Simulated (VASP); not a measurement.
# Rh (Fm-3m) in VASP: further runs

Rh is run at these levels: PBE; tasks: single point.

Everything below comes from runs of VASP 6.6.1. Logs are shortened: lines on timing, memory, paths and dates and some standing lists are left out, and cuts for length are marked.

## (1) The cell of the first run

It takes space group Fm-3m (No. 225, cubic). Conventional cell: a = 3.585 Å, b = 3.585 Å, c = 3.585 Å, α = 90.00°, β = 90.00°, γ = 90.00°. Within 3.3 Å of Rh (site symmetry m-3m) lie 12 Rh at 2.53 Å.

## (2) Single point, PBE, collinear spin, ferromagnetic start (11.52 Å³/atom)

Contents of INCAR:

```
SYSTEM = Rh
PREC = Accurate ; ENCUT = 520
EDIFF = 1E-6 ; ISMEAR = 0
SIGMA = 0.15 ; LREAL = .FALSE.
LASPH = .TRUE. ; NELM = 150
ALGO = Normal ; ISIF = 2
LWAVE = .FALSE. ; LCHARG = .FALSE.
ISPIN = 2 ; MAGMOM = 0.875
LORBIT = 11 ; NUPDOWN = 0.875
LMAXMIX = 4 ; GGA = PE
NBANDS = 18
```

Contents of KPOINTS:

```
Automatic mesh
0
G
  22 22 22
  0 0 0
```

Contents of POSCAR:

```
Rh
1.0
    0.0000000000      1.7924581564      1.7924581564
    1.7924581564      0.0000000000      1.7924581564
    1.7924581564      1.7924581564      0.0000000000
Rh
1
Direct
    0.0000000000      0.0000000000      0.0000000000
```

Potentials or basis: VASP PAW PBE potentials, release 64 (Rh_pv).

Launch:

```bash
> cat potpaw_PBE.64/Rh_pv/POTCAR > POTCAR
> mpirun -np 1 vasp_std > vasp.out
```

OUTCAR:

```text
SYSTEM = Rh
   PREC = Accurate
   ENCUT = 520
   EDIFF = 1E-6
   ISMEAR = 0
   LREAL = .FALSE.
   LASPH = .TRUE.
   NELM = 150
   ISIF = 2
   ISPIN = 2
   LORBIT = 11
   NUPDOWN = 0.875
   GGA = PE

 ion  position               nearest neighbor table
   1  0.000  0.000  0.000-

  LATTYP: Found a face centered cubic cell.
 ALAT       =     3.5849163128

  Lattice vectors:

 A1 = (   0.0000000000,   1.7924581564,   1.7924581564)
 A2 = (   1.7924581564,   0.0000000000,   1.7924581564)
 A3 = (   1.7924581564,   1.7924581564,   0.0000000000)

Analysis of symmetry for initial positions (statically):
=====================================================================
 Subroutine PRICEL returns:
 Original cell was already a primitive cell.

 Routine SETGRP: Setting up the symmetry group for a
 face centered cubic supercell.

 Subroutine GETGRP returns: Found 48 space group operations
 (whereof 48 operations were pure point group operations)
 out of a pool of 48 trial point group operations.

The static configuration has the point symmetry O_h .

Analysis of symmetry for dynamics (positions and initial velocities):
=====================================================================
 Subroutine PRICEL returns:
 Original cell was already a primitive cell.

 Routine SETGRP: Setting up the symmetry group for a
 face centered cubic supercell.

 Subroutine GETGRP returns: Found 48 space group operations
 (whereof 48 operations were pure point group operations)
 out of a pool of 48 trial point group operations.

The dynamic configuration has the point symmetry O_h .

Analysis of structural, dynamic, and magnetic symmetry:
=====================================================================
 Subroutine PRICEL returns:
 Original cell was already a primitive cell.

 Routine SETGRP: Setting up the symmetry group for a
 face centered cubic supercell.

 Subroutine GETGRP returns: Found 48 space group operations
 (whereof 48 operations were pure point group operations)
 out of a pool of 48 trial point group operations.

The overall configuration has the point symmetry O_h .

 Subroutine INISYM returns: Found 48 space group operations
 (whereof 48 operations are pure point group operations),
 and found     1 'primitive' translations

----------------------------------------------------------------------------------------

                                     Primitive cell

  volume of cell :      11.5180

  direct lattice vectors                    reciprocal lattice vectors
     0.000000000  1.792458156  1.792458156    -0.278946540  0.278946540  0.278946540
     1.792458156  0.000000000  1.792458156     0.278946540 -0.278946540  0.278946540
     1.792458156  1.792458156  0.000000000     0.278946540  0.278946540 -0.278946540

  length of vectors
     2.534918635  2.534918635  2.534918635     0.483149579  0.483149579  0.483149579

  position of ions in fractional coordinates (direct lattice)
     0.000000000  0.000000000  0.000000000

  ion indices of the primitive-cell ions
   primitive index   ion index
                 1           1

----------------------------------------------------------------------------------------

 KPOINTS: Automatic mesh

Automatic generation of k-mesh.
 Grid dimensions read from file:
 generate k-points for:   22   22   22

 Generating k-lattice:

  Cartesian coordinates                     Fractional coordinates (reciprocal lattice)
    -0.012679388  0.012679388  0.012679388     0.045454545  0.000000000  0.000000000
     0.012679388 -0.012679388  0.012679388     0.000000000  0.045454545  0.000000000
     0.012679388  0.012679388 -0.012679388     0.000000000  0.000000000  0.045454545

  Length of vectors
     0.021961345  0.021961345  0.021961345

  Shift w.r.t. Gamma in fractional coordinates (k-lattice)
     0.000000000  0.000000000  0.000000000

 Subroutine IBZKPT returns following result:
 ===========================================

 Found    328 irreducible k-points:

 Following reciprocal coordinates:
            Coordinates               Weight
  0.000000  0.000000  0.000000      1.000000
  0.045455  0.000000  0.000000      8.000000
  0.090909  0.000000  0.000000      8.000000
  0.136364  0.000000  0.000000      8.000000
  0.181818  0.000000  0.000000      8.000000
  0.227273  0.000000  0.000000      8.000000
[... 16 lines left out ...]
  0.500000  0.045455  0.000000     24.000000
 -0.454545  0.045455  0.000000     24.000000
 [... further k-points ...]
   k-points           NKPTS =    328   k-points in BZ     NKDIM =    328   number of bands    NBANDS=     18
   number of dos      NEDOS =    301   number of ions     NIONS =      1
   total plane-waves  NPLWV =   8000
   dimension x,y,z NGX =    20 NGY =   20 NGZ =   20
   dimension x,y,z NGXF=    40 NGYF=   40 NGZF=   40
   ions per type =               1
   NGX,Y,Z   is equivalent  to a cutoff of  13.12, 13.12, 13.12 a.u.
   NGXF,Y,Z  is equivalent  to a cutoff of  26.23, 26.23, 26.23 a.u.
 SYSTEM =  Rh
   PREC   = accura    normal or accurate (medium, high low for compatibility)
   ISTART =      0    job   : 0-new  1-cont  2-samecut
   ICHARG =      2    charge: 1-file 2-atom 10-const
   ISPIN  =      2    spin polarized calculation?
   LNONCOLLINEAR =      F non collinear calculations
   LSORBIT =      F    spin-orbit coupling
   LASPH  =      T    aspherical Exc in radial PAW
   ENCUT  =  520.0 eV  38.22 Ry    6.18 a.u.   4.71  4.71  4.71*2*pi/ulx,y,z
   NELM   =    150;   NELMIN=  2; NELMDL= -5     # of ELM steps
   EDIFF  = 0.1E-05   stopping-criterion for ELM
   LREAL  =      F    real-space projection
   EDIFFG = 0.1E-04   stopping-criterion for IOM
   NSW    =      0    number of steps for IOM
   IBRION =     -1    ionic relax: 0-MD 1-quasi-New 2-CG
   NFREE  =      0    steps in history (QN), initial steepest desc. (CG)
   ISIF   =      2    stress and relaxation
   ISYM   =      2    0-nonsym 1-usesym 2-fastsym
   POTIM  = 0.5000    time-step for ionic-motion
   TEBEG  =    0.0;   TEEND  =   0.0 temperature during run
   PSTRESS=    0.0 pullay stress
   NELECT =      15.0000    total number of electrons
   NUPDOWN=       0.8750    fix difference up-down
   EMIN   =  10.00;   EMAX   =-10.00  energy-range for DOS
   EFERMI =   0.00;   METHOD = LEGACY
   ISMEAR =     0;   SIGMA  =   0.15  broadening in eV -4-tet -1-fermi 0-gaus
   EFERMI_NEDOS =   21; number of points for ismear=-14 and -15
   IALGO  =     38    algorithm
   IMIX   =      4    mixing-type and parameters
     AMIX     =   0.40;   BMIX     =  1.00
     AMIX_MAG =   1.60;   BMIX_MAG =  1.00
  volume/ion in A,a.u.               =      11.52        77.73
  Fermi-wavevector in a.u.,A,eV,Ry     =   1.787775  3.378405 43.486124  3.196140
  Thomas-Fermi vector in A             =   2.851086
   LORBIT       =     11    0 simple, 1 ext, 2 COOP (PROOUT), +10 PAW based schemes
   GGA     = PE    functional components
   LHFCALC =     F    Hartree Fock is set to
   AEXX    =    0.0000 exact exchange contribution
   IVDW    =     0    specifies the selected vdW correction
   LEPSILON=     F    determine dielectric tensor
   LRPA    =     F    only Hartree local field effects (RPA)
 spin polarized calculation
 Gauss-broadening in eV      SIGMA  =   0.15
  energy-cutoff  :      520.00
  volume of cell :       11.52
 maximum number of plane-waves:       331
   NGX =  9   NGY =  9   NGZ =  9

 number of electron      15.0000001 magnetization       0.8750000

 Free energy of the ion-electron system (eV)
  ---------------------------------------------------
  ext. energy  EPLUGINS =         0.00000000
  ---------------------------------------------------
  free energy    TOTEN  =        -6.47838930 eV

  energy without entropy =       -6.46343543  energy(sigma->0) =       -6.47091237

 E-fermi :  14.8794     XC(G=0): -15.1955

 val. band max:       15.8730067251   @ k =  -0.4091   0.3636   0.1364
 cond. band min:      14.8833800396   @ k =  -0.3636   0.4091   0.0909
 fundamental gap:     -0.9896266856
 Fermi energy:        15.8801836990

 spin component 1

 k-point     1 :       0.0000    0.0000    0.0000
  band No.  band energies     occupation
      1     -31.5084      1.00000
      2     -31.5084      1.00000
      3     -31.5084      1.00000
      4       6.0816      1.00000
      5      11.1746      1.00000
      6      11.1746      1.00000
[... 10 lines left out ...]
     17      52.2364      0.00000
     18      52.2364      0.00000

 k-point     2 :       0.0455    0.0000    0.0000
  band No.  band energies     occupation
      1     -31.5367      1.00000
      2     -31.5120      1.00000
      3     -31.5120      1.00000
      4       6.1819      1.00000
      5      11.1247      1.00000
      6      11.2170      1.00000
[... 10 lines left out ...]
     17      51.8978      0.00000
     18      51.8978      0.00000
[... 442 lines left out ...]
 k-point    24 :      -0.4545    0.0455    0.0000
  band No.  band energies     occupation
      1     -32.8132      1.00000
      2     -31.7064      1.00000
      3     -31.6855      1.00000
      4       7.6214      1.00000
      5      10.9773      1.00000
      6      11.1066      1.00000
[... 10 lines left out ...]
     17      50.7787      0.00000
     18      57.4875      0.00000

 [... further k-points ...]

 spin component 2

 k-point     1 :       0.0000    0.0000    0.0000
  band No.  band energies     occupation
      1     -30.7897      1.00000
      2     -30.7897      1.00000
      3     -30.7897      1.00000
      4       6.2577      1.00000
      5      11.7698      1.00000
      6      11.7698      1.00000
[... 10 lines left out ...]
     17      52.5103      0.00000
     18      52.5103      0.00000

 k-point     2 :       0.0455    0.0000    0.0000
  band No.  band energies     occupation
      1     -30.8186      1.00000
      2     -30.7934      1.00000
      3     -30.7934      1.00000
      4       6.3582      1.00000
      5      11.7165      1.00000
      6      11.8127      1.00000
[... 10 lines left out ...]
     17      52.1762      0.00000
     18      52.1762      0.00000
[... 442 lines left out ...]
 k-point    24 :      -0.4545    0.0455    0.0000
  band No.  band energies     occupation
      1     -32.1157      1.00000
      2     -30.9901      1.00000
      3     -30.9689      1.00000
      4       8.0445      1.00000
      5      11.5821      1.00000
      6      11.7177      1.00000
[... 10 lines left out ...]
     17      50.9518      0.00000
     18      57.7599      0.00000

 [... further k-points ...]

------------------------ aborting loop because EDIFF is reached ----------------------------------------

  FORCE on cell =-STRESS in cart. coord.  units (eV):
  Direction    XX          YY          ZZ          XY          YZ          ZX
  --------------------------------------------------------------------------------------
  -------------------------------------------------------------------------------------
  Total        6.7373717      6.7373717      6.7373717      0.0000000     -0.0000000      0.0000000
  in kB      937.1821687    937.1821687    937.1821687      0.0000000     -0.0000000      0.0000000
  external PRESSURE =     937.1821687 kB  Pullay stress =       0.0000000 kB

 VOLUME and BASIS-vectors are now :
 -----------------------------------------------------------------------------
  energy-cutoff  :      520.00
  volume of cell :       11.52
      direct lattice vectors                 reciprocal lattice vectors
     0.000000000  1.792458156  1.792458156    -0.278946540  0.278946540  0.278946540
     1.792458156  0.000000000  1.792458156     0.278946540 -0.278946540  0.278946540
     1.792458156  1.792458156  0.000000000     0.278946540  0.278946540 -0.278946540

 POSITION                                       TOTAL-FORCE (eV/Angst)
 -----------------------------------------------------------------------------------
      0.00000      0.00000      0.00000         0.000000      0.000000      0.000000
 -----------------------------------------------------------------------------------
    total drift:                               -0.000000     -0.000000     -0.000000

  FREE ENERGIE OF THE ION-ELECTRON SYSTEM (eV)
  ---------------------------------------------------
  free  energy   TOTEN  =        -6.4783893047 eV

  energy  without entropy=       -6.4634354338  energy(sigma->0) =       -6.47091237

 total charge

# of ion       s       p       d       tot
------------------------------------------
    1        0.500   6.431   7.267  14.198

 magnetization (x)

# of ion       s       p       d       tot
------------------------------------------
    1        0.003   0.013   0.841   0.857
```

Wall time 66 s (1 thread of AMD EPYC 9R45 (Zen 5), shared host); peak memory 0.18 GiB.

What came out:

```yaml
Free_energy: -6.4784 eV
Pressure: 93.7 GPa
Net_moment: 0.88 μB per cell
Site_moments: Rh +0.86 μB
Valence_electrons_inside_the_program's_atomic_spheres: Rh 14.20
```

Caveat: the cell stands under pressure; the total moment is fixed, so each spin has its own Fermi level.

## (3) Single point, PBE, collinear spin (11.52 Å³/atom)

Contents of INCAR:

```
SYSTEM = Rh
ALGO = Normal ; EDIFF = 1E-6
ENCUT = 520 ; GGA = PE
ISIF = 2 ; ISMEAR = 0
ISPIN = 2 ; LASPH = .True.
LCHARG = .False. ; LMAXMIX = 4
LORBIT = 11 ; LREAL = .False.
LWAVE = .False. ; MAGMOM = 0.125
NBANDS = 18 ; NELM = 150
NUPDOWN = 0.125 ; PREC = Accurate
SIGMA = 0.15
```

Contents of KPOINTS:

```
k-points
0
Gamma
  22 22 22
  0 0 0
```

POSCAR is that of step 2.

Potentials or basis: VASP PAW PBE potentials, release 64 (Rh_pv).

Launch:

```bash
> cat potpaw_PBE.64/Rh_pv/POTCAR > POTCAR
> mpirun -np 1 vasp_std > vasp.out
```

Wall time 65 s (1 thread of AMD EPYC 9R45 (Zen 5), shared host); peak memory 0.18 GiB.

The run converged. Its results:

```
Free energy                                           : -6.7105 eV
Pressure                                              : 85.0 GPa
Net moment                                            : 0.12 μB per cell
Site moments                                          : Rh +0.12 μB
Valence electrons inside the program's atomic spheres : Rh 14.19
```

Caveat: the cell stands under pressure; the total moment is fixed, so each spin has its own Fermi level.
